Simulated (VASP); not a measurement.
Here is a VASP 6.6.1 calculation.

Contents of INCAR:

```
PREC = Accurate
ENCUT = 600
EDIFF = 1E-6
ISMEAR = 0
SIGMA = 0.01
LREAL = F
LASPH = T
NELM = 120
ALGO = Normal
ISIF = 2
LWAVE = F
LCHARG = T
GGA = PE
LELF = T
LVHAR = T
NBANDS = 16
GGA_COMPAT = F
```

KPOINTS

```
Automatic mesh
0
Gamma
  12 12 6
```

The input POSCAR:

```
Mg3Sb2
1.0
    4.6857443988      0.0000000000      0.0000000000
   -2.3428721994      4.0579736850      0.0000000000
    0.0000000000      0.0000000000      7.1925134224
Mg Sb
3 2
Direct
    0.3333333333      0.6666666667      0.6355528413
    0.6666666667      0.3333333333      0.3644471587
    0.0000000000      0.0000000000      0.0000000000
    0.3333333333      0.6666666667      0.2265046531
    0.6666666667      0.3333333333      0.7734953469
```

Potentials or basis: VASP PAW PBE potentials, release 64 (Mg, Sb).

Command:

```sh
$ cat potpaw_PBE.64/Mg/POTCAR potpaw_PBE.64/Sb/POTCAR > POTCAR
$ mpirun -np 1 vasp_std > vasp.out
```

Question: Predict the largest force.

Answer: 0.021 eV/Å.

Question: Predict the band gap on the k mesh.

Answer: Zero (bands 8 and 9 overlap by 0.09 eV).

Question: What does it give for the pressure?

Answer: -1.1 GPa.

Stress tensor (GPa, compression positive):
```
-1.68  0.00  0.00
 0.00 -1.68  0.00
 0.00  0.00  0.02
```

Caveat: the cell differs from its parent crystal (biaxial strain in the a-b plane: +2.0 %, then relaxed in part); semilocal functionals underestimate gaps, and a narrow one can read as zero; spin-orbit coupling is left out, which moves the levels of the heavy elements.
